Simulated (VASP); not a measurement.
Wanted: the native input for a VASP 6.6.1 run.

| Quantity | Value |
| --- | --- |
| Task | single point |
| Functional | r2SCAN |
| Potentials or basis | VASP PAW PBE potentials, release 64 (Ru_sv) |
| Cutoff | 620 eV |
| k mesh | 16 × 16 × 16 |
| Occupations | fermi-dirac, width 0.1 eV |
| Spin | no spin polarisation |
| Dipole correction | no |
| Further INCAR settings | ALGO = Normal; EDIFF = 1e-06; NBANDS = 14 |

Ru:

```
Ru
1.0
    -1.47469    1.47469    1.47469
     1.47469   -1.47469    1.47469
     1.47469    1.47469   -1.47469
Ru
1
Direct
  0.00000 0.00000 0.00000
```

This isn't the form of Ru at room conditions, which is hcp.

These files were run (other wordings do the same):

POSCAR

```
Ru
1.0
   -1.4746895109      1.4746895109      1.4746895109
    1.4746895109     -1.4746895109      1.4746895109
    1.4746895109      1.4746895109     -1.4746895109
Ru
1
Direct
    0.0000000000      0.0000000000      0.0000000000
```

INCAR.step1

```
PREC = Accurate
ENCUT = 620
ISMEAR = -1
SIGMA = 0.1
LREAL = F
LASPH = T
NELM = 120
NBANDS = 14
GGA = PE
ALGO = Normal
EDIFF = 1E-5
LWAVE = T
LCHARG = F
GGA_COMPAT = F
```

INCAR.step2

```
PREC = Accurate
ENCUT = 620
EDIFF = 1E-6
ISMEAR = -1
SIGMA = 0.1
LREAL = F
LASPH = T
NELM = 120
ALGO = Normal
ISIF = 2
LWAVE = F
LCHARG = F
METAGGA = R2SCAN
LMIXTAU = T
NBANDS = 14
ISTART = 1
GGA_COMPAT = F
```

KPOINTS

```
regular mesh
0
Gamma
  16 16 16
```

Potentials or basis: VASP PAW PBE potentials, release 64 (Ru_sv).

Run with:

```sh
$ cat potpaw_PBE.64/Ru_sv/POTCAR > POTCAR
$ cp INCAR.step1 INCAR
$ mpirun -np 1 vasp_std > vasp.out
$ cp INCAR.step2 INCAR
$ mpirun -np 1 vasp_std > vasp.out
```

It gave:

```json
{
 "Pressure": "31.2 GPa",
 "Band gap on the k mesh": "zero (bands 8 and 9 overlap by 4.14 eV)"
}
```

Caveat: the cell stands under pressure; the PAW data sets were made with another functional, which shifts forces and pressure a little.

Run time: 54 s on 1 thread of Intel(R) Xeon(R) Platinum 8375C CPU @ 2.90GHz (Ice Lake) (shared host), peak memory 0.16 GiB.
